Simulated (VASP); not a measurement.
# CuI (F-43m) in VASP: relaxation of cell and atoms with r2SCAN

Aim: the relaxation of cell and atoms of CuI with r2SCAN.

Program: VASP 6.6.1. These are calculated values, not measurements. Logs are shortened: lines on timing, memory, paths and dates and some standing lists are left out, and cuts for length are marked.

### Step 1. The cell of the first run

The structure is cubic, space group F-43m (No. 216). Conventional cell: a = 6.023 Å, b = 6.023 Å, c = 6.023 Å, α = 90.00°, β = 90.00°, γ = 90.00°. Within 3.4 Å of Cu (site symmetry -43m) lie 4 I at 2.61 Å. I (site symmetry -43m) has 4 Cu at 2.61 Å within 3.4 Å.

### Step 2. Relaxation of cell and atoms, r2SCAN, target pressure 15 GPa, at which the enthalpy is minimised

The input, POSCAR:

```
CuI
1.0
    3.0116971668      3.0116971668      0.0000000000
   -3.0116971668      3.0116971668      0.0000000000
    0.0000000000      3.0116971668      3.0116971668
Cu I
1 1
Direct
    0.7500000000      0.2500000000      0.5000000000
    0.0000000000      0.0000000000      0.0000000000
```

The input, INCAR.step1:

```
SYSTEM = CuI
PREC = Accurate ; ENCUT = 600
ISMEAR = 0 ; SIGMA = 0.01
LREAL = .False. ; LASPH = .True.
NELM = 60 ; GGA = PE
ALGO = Normal ; EDIFF = 1E-4
LWAVE = .True. ; LCHARG = .False.
```

The input, INCAR.step2:

```
SYSTEM = CuI
PREC = Accurate ; ENCUT = 600
EDIFF = 1E-7 ; ISMEAR = 0
SIGMA = 0.01 ; LREAL = .False.
LASPH = .True. ; NELM = 60
ALGO = Normal ; ISIF = 3
LWAVE = .False. ; LCHARG = .False.
METAGGA = R2SCAN ; LMIXTAU = .True.
IBRION = 2 ; NSW = 100
EDIFFG = -0.002 ; PSTRESS = 150.0
ISTART = 1
```

The input, KPOINTS:

```
regular mesh
0
Gamma
  6 6 6
  0 0 0
```

Potentials or basis: VASP PAW PBE potentials, release 64 (Cu, I).

Run with:

```sh
$ cat potpaw_PBE.64/Cu/POTCAR potpaw_PBE.64/I/POTCAR > POTCAR
$ cp INCAR.step1 INCAR
$ mpirun -np 1 vasp_std > vasp.out
$ cp INCAR.step2 INCAR
$ mpirun -np 1 vasp_std > vasp.out
```

OUTCAR:

```text
SYSTEM = CuI
   PREC = Accurate
   ENCUT = 600
   EDIFF = 1E-7
   ISMEAR = 0
   LREAL = .False.
   LASPH = .True.
   NELM = 60
   ISIF = 3
   METAGGA = R2SCAN
   IBRION = 2
   NSW = 100
   EDIFFG = -0.002
   PSTRESS = 150.0
   ISTART = 1

 ion  position               nearest neighbor table
   1  0.750  0.250  0.500-   2 2.61   2 2.61   2 2.61   2 2.61
   2  0.000  0.000  0.000-   1 2.61   1 2.61   1 2.61   1 2.61

  LATTYP: Found a face centered cubic cell.
 ALAT       =     6.0233943336

  Lattice vectors:

 A1 = (   0.0000000000,   3.0116971668,   3.0116971668)
 A2 = (   3.0116971668,   0.0000000000,   3.0116971668)
 A3 = (   3.0116971668,   3.0116971668,   0.0000000000)

Analysis of symmetry for initial positions (statically):
=====================================================================
 Subroutine PRICEL returns:
 Original cell was already a primitive cell.

 Routine SETGRP: Setting up the symmetry group for a
 face centered cubic supercell.

 Subroutine GETGRP returns: Found 24 space group operations
 (whereof 24 operations were pure point group operations)
 out of a pool of 48 trial point group operations.

The static configuration has the point symmetry T_d .

Analysis of symmetry for dynamics (positions and initial velocities):
=====================================================================
 Subroutine PRICEL returns:
 Original cell was already a primitive cell.

 Routine SETGRP: Setting up the symmetry group for a
 face centered cubic supercell.

 Subroutine GETGRP returns: Found 24 space group operations
 (whereof 24 operations were pure point group operations)
 out of a pool of 48 trial point group operations.

The dynamic configuration has the point symmetry T_d .

 Subroutine INISYM returns: Found 24 space group operations
 (whereof 24 operations are pure point group operations),
 and found     1 'primitive' translations

----------------------------------------------------------------------------------------

                                     Primitive cell

  volume of cell :      54.6341

  direct lattice vectors                    reciprocal lattice vectors
     3.011697167  3.011697167  0.000000000     0.166019348  0.166019348 -0.166019348
    -3.011697167  3.011697167  0.000000000    -0.166019348  0.166019348 -0.166019348
     0.000000000  3.011697167  3.011697167     0.000000000  0.000000000  0.332038696

  length of vectors
     4.259182979  4.259182979  4.259182979     0.287553946  0.287553946  0.332038696

  position of ions in fractional coordinates (direct lattice)
     0.750000000  0.250000000  0.500000000
     0.000000000  0.000000000  0.000000000

  ion indices of the primitive-cell ions
   primitive index   ion index
                 1           1
                 2           2

----------------------------------------------------------------------------------------

 KPOINTS: regular mesh

Automatic generation of k-mesh.
 Grid dimensions read from file:
 generate k-points for:    6    6    6

 Generating k-lattice:

  Cartesian coordinates                     Fractional coordinates (reciprocal lattice)
     0.027669891  0.027669891 -0.027669891     0.166666667  0.000000000  0.000000000
    -0.027669891  0.027669891 -0.027669891     0.000000000  0.166666667  0.000000000
     0.000000000  0.000000000  0.055339783     0.000000000  0.000000000  0.166666667

  Length of vectors
     0.047925658  0.047925658  0.055339783

  Shift w.r.t. Gamma in fractional coordinates (k-lattice)
     0.000000000  0.000000000  0.000000000

 Subroutine IBZKPT returns following result:
 ===========================================

 Found     16 irreducible k-points:

 Following reciprocal coordinates:
            Coordinates               Weight
  0.000000  0.000000  0.000000      1.000000
  0.166667  0.000000  0.000000      8.000000
  0.333333  0.000000  0.000000      8.000000
  0.500000  0.000000  0.000000      4.000000
  0.166667  0.166667  0.000000     12.000000
  0.333333  0.166667  0.000000     24.000000
[... 8 lines left out ...]
  0.500000  0.333333  0.166667     24.000000
  0.500000  0.500000  0.166667     12.000000
   k-points           NKPTS =     16   k-points in BZ     NKDIM =     16   number of bands    NBANDS=     13
   number of dos      NEDOS =    301   number of ions     NIONS =      2
   total plane-waves  NPLWV =  46656
   dimension x,y,z NGX =    36 NGY =   36 NGZ =   36
   dimension x,y,z NGXF=    72 NGYF=   72 NGZF=   72
   ions per type =               1   1
   NGX,Y,Z   is equivalent  to a cutoff of  14.05, 14.05, 14.05 a.u.
   NGXF,Y,Z  is equivalent  to a cutoff of  28.10, 28.10, 28.10 a.u.
 SYSTEM =  CuI
   PREC   = accura    normal or accurate (medium, high low for compatibility)
   ISTART =      1    job   : 0-new  1-cont  2-samecut
   ICHARG =      0    charge: 1-file 2-atom 10-const
   ISPIN  =      1    spin polarized calculation?
   LNONCOLLINEAR =      F non collinear calculations
   LSORBIT =      F    spin-orbit coupling
   LASPH  =      T    aspherical Exc in radial PAW
   ENCUT  =  600.0 eV  44.10 Ry    6.64 a.u.   8.51  8.51  8.51*2*pi/ulx,y,z
   NELM   =     60;   NELMIN=  2; NELMDL=  0     # of ELM steps
   EDIFF  = 0.1E-06   stopping-criterion for ELM
   LREAL  =      F    real-space projection
   EDIFFG = -.2E-02   stopping-criterion for IOM
   NSW    =    100    number of steps for IOM
   IBRION =      2    ionic relax: 0-MD 1-quasi-New 2-CG
   NFREE  =      1    steps in history (QN), initial steepest desc. (CG)
   ISIF   =      3    stress and relaxation
   ISYM   =      2    0-nonsym 1-usesym 2-fastsym
   POTIM  = 0.5000    time-step for ionic-motion
   TEBEG  =    0.0;   TEEND  =   0.0 temperature during run
   PSTRESS=  150.0 pullay stress
   NELECT =      18.0000    total number of electrons
   NUPDOWN=      -1.0000    fix difference up-down
   EMIN   =  10.00;   EMAX   =-10.00  energy-range for DOS
   EFERMI =   0.00;   METHOD = LEGACY
   ISMEAR =     0;   SIGMA  =   0.01  broadening in eV -4-tet -1-fermi 0-gaus
   EFERMI_NEDOS =   21; number of points for ismear=-14 and -15
   IALGO  =     38    algorithm
   IMIX   =      4    mixing-type and parameters
     AMIX     =   0.40;   BMIX     =  1.00
     AMIX_MAG =   1.60;   BMIX_MAG =  1.00
  volume/ion in A,a.u.               =      27.32       184.34
  Fermi-wavevector in a.u.,A,eV,Ry     =   1.130692  2.136698 17.394568  1.278465
  Thomas-Fermi vector in A             =   2.267389
   LORBIT       =      0    0 simple, 1 ext, 2 COOP (PROOUT), +10 PAW based schemes
   METAGGA = R2SCAN    functional components
   LHFCALC =     F    Hartree Fock is set to
   AEXX    =    0.0000 exact exchange contribution
   IVDW    =     0    specifies the selected vdW correction
   LEPSILON=     F    determine dielectric tensor
   LRPA    =     F    only Hartree local field effects (RPA)
 conjugate gradient relaxation of ions
 non-spin polarized calculation
 Gauss-broadening in eV      SIGMA  =   0.01
  energy-cutoff  :      600.00
  volume of cell :       54.63
 maximum number of plane-waves:      1853
 NGX is ok and might be reduce to    36
   NGX = 17   NGY = 17   NGZ = 17

--------------------------------------- Ionic step        1  -------------------------------------------

 number of electron      17.9999999 magnetization

 Free energy of the ion-electron system (eV)
  ---------------------------------------------------
  ext. energy  EPLUGINS =         0.00000000
  ---------------------------------------------------
  free energy    TOTEN  =       -35.79512952 eV

  energy without entropy =      -35.79512952  energy(sigma->0) =      -35.79512952

 E-fermi :   4.5575     XC(G=0):  -9.5463

 val. band max:        4.4746731815   @ k =   0.0000   0.0000   0.0000
 cond. band min:       6.1470341466   @ k =   0.0000   0.0000   0.0000
 fundamental gap:      1.6723609650
 Fermi energy:         4.5574580257

 k-point     1 :       0.0000    0.0000    0.0000
  band No.  band energies     occupation
      1     -10.1572      2.00000
      2       0.5840      2.00000
      3       0.5841      2.00000
      4       0.5841      2.00000
      5       2.5571      2.00000
      6       2.5573      2.00000
      7       4.4745      2.00000
      8       4.4746      2.00000
      9       4.4747      2.00000
     10       6.1470      0.00000
     11       9.6948      0.00000
     12       9.6948      0.00000
     13       9.6949      0.00000
[... 273 lines left out ...]
  enthalpy is  TOTEN    =       -30.6801420577 eV   P V=        5.1149874622

--------------------------------------- Ionic step        2  -------------------------------------------

 number of electron      18.0000003 magnetization

 E-fermi :  10.0930     XC(G=0): -11.6551

 val. band max:       10.0496850273   @ k =   0.0000   0.0000   0.0000
 cond. band min:      11.9445259795   @ k =   0.5000   0.5000   0.0000
 fundamental gap:      1.8948409522
 Fermi energy:        10.0930007416

 k-point     1 :       0.0000    0.0000    0.0000
  band No.  band energies     occupation
      1      -7.6827      2.00000
      2       3.5145      2.00000
      3       3.5145      2.00000
      4       3.5145      2.00000
      5       5.5940      2.00000
      6       5.5940      2.00000
      7      10.0497      2.00000
      8      10.0497      2.00000
      9      10.0497      2.00000
     10      13.2599      0.00000
     11      14.4848      0.00000
     12      14.4848      0.00000
     13      14.4849      0.00000
[... 305 lines left out ...]
  FREE ENERGIE OF THE ION-ELECTRON SYSTEM (eV)
  ---------------------------------------------------
  free  energy   TOTEN  =       -35.4417213583 eV

  energy  without entropy=      -35.4417213583  energy(sigma->0) =      -35.44172136

  enthalpy is  TOTEN    =       -31.2404761841 eV   P V=        4.2012451743

[... ionic steps 4 to 7 ...]

--------------------------------------- Ionic step        8  -------------------------------------------

 number of electron      17.9999999 magnetization

------------------------ aborting loop because EDIFF is reached ----------------------------------------

  FORCE on cell =-STRESS in cart. coord.  units (eV):
  Direction    XX          YY          ZZ          XY          YZ          ZX
  --------------------------------------------------------------------------------------
  -------------------------------------------------------------------------------------
  Total        4.1660894      4.1660894      4.1660894      0.0000000     -0.0000000      0.0000000
  in kB      149.8528791    149.8528791    149.8528791      0.0000000     -0.0000000      0.0000000
  external PRESSURE =      -0.1471209 kB  Pullay stress =     150.0000000 kB
[... 61 lines left out ...]
  enthalpy is  TOTEN    =       -31.2412995686 eV   P V=        4.1680112765

--------------------------------------- Ionic step       10  -------------------------------------------

 number of electron      17.9999999 magnetization

 Free energy of the ion-electron system (eV)
  ---------------------------------------------------
  ext. energy  EPLUGINS =         0.00000000
  ---------------------------------------------------
  free energy    TOTEN  =       -35.41105638 eV

  energy without entropy =      -35.41105638  energy(sigma->0) =      -35.41105638

 E-fermi :   7.1111     XC(G=0): -10.5995

 val. band max:        7.0302613463   @ k =   0.0000   0.0000   0.0000
 cond. band min:       9.4226886184   @ k =   0.0000   0.0000   0.0000
 fundamental gap:      2.3924272721
 Fermi energy:         7.1110523817

 k-point     1 :       0.0000    0.0000    0.0000
  band No.  band energies     occupation
      1      -8.9593      2.00000
      2       1.9895      2.00000
      3       1.9895      2.00000
      4       1.9895      2.00000
      5       4.0215      2.00000
      6       4.0215      2.00000
      7       7.0302      2.00000
      8       7.0303      2.00000
      9       7.0303      2.00000
     10       9.4227      0.00000
     11      11.9254      0.00000
     12      11.9255      0.00000
     13      11.9255      0.00000
[... 267 lines left out ...]
  FREE ENERGIE OF THE ION-ELECTRON SYSTEM (eV)
  ---------------------------------------------------
  free  energy   TOTEN  =       -35.4110563751 eV

  energy  without entropy=      -35.4110563751  energy(sigma->0) =      -35.41105638

  enthalpy is  TOTEN    =       -31.2413048063 eV   P V=        4.1697515688

 reached required accuracy - stopping structural energy minimisation
```

Run time: 10 min. Hardware: 1 thread of Intel Xeon Platinum 8375C at 2.90GHz (Ice Lake), shared host; peak memory 0.23 GiB.

What came out:

| Item | Value |
| --- | --- |
| Free energy | -35.4111 eV |
| Relaxed volume | 22.27 Å³/atom |
| Relaxed cell | a = 3.979 Å, b = 3.979 Å, c = 3.979 Å, α = 60.00°, β = 60.00°, γ = 90.00° |
| Space group after relaxing (to 0.1 Å) | F-43m (No. 216) |
| Energy change on relaxing (the run minimises the enthalpy) | +192.0 meV/atom |
| Ionic steps | 10 |
| Pressure after relaxing | 15.0 GPa |
| Band gap on the k mesh | 2.39 eV |

Step by step:
```csv
step,energy change (eV),largest force (eV/Å),pressure (GPa),volume (Å³)
1,0.0000,0.0000,-0.01,54.63
2,1.7664,0.0000,47.17,36.79
3,0.3534,0.0000,14.18,44.87
4,0.3770,0.0000,14.82,44.61
5,0.3945,0.0000,15.28,44.43
6,0.3730,0.0000,14.71,44.66
7,0.3829,0.0000,14.98,44.55
8,0.3836,0.0000,14.99,44.54
9,0.3858,0.0000,15.06,44.52
10,0.3841,0.0000,15.00,44.54
```

Final structure:
```cif
data_structure
_symmetry_space_group_name_H-M 'P 1'
_symmetry_Int_Tables_number 1
_cell_length_a 3.9788
_cell_length_b 3.9788
_cell_length_c 3.9788
_cell_angle_alpha 60.000
_cell_angle_beta 60.000
_cell_angle_gamma 90.000
_cell_volume 44.54
loop_
_atom_site_label
_atom_site_type_symbol
_atom_site_fract_x
_atom_site_fract_y
_atom_site_fract_z
_atom_site_occupancy
Cu1 Cu 0.75000 0.25000 0.50000 1
I1 I 0.00000 0.00000 0.00000 1
```

Caveat: the cell is relaxed towards a set pressure, so the run minimises the enthalpy, not the energy; the volume moved by over 15 % at a fixed basis, so the end points are rough; the PAW data sets were made with another functional, which shifts forces and pressure a little; spin-orbit coupling is left out, which moves the levels of the heavy elements. A k mesh can miss the band edges.
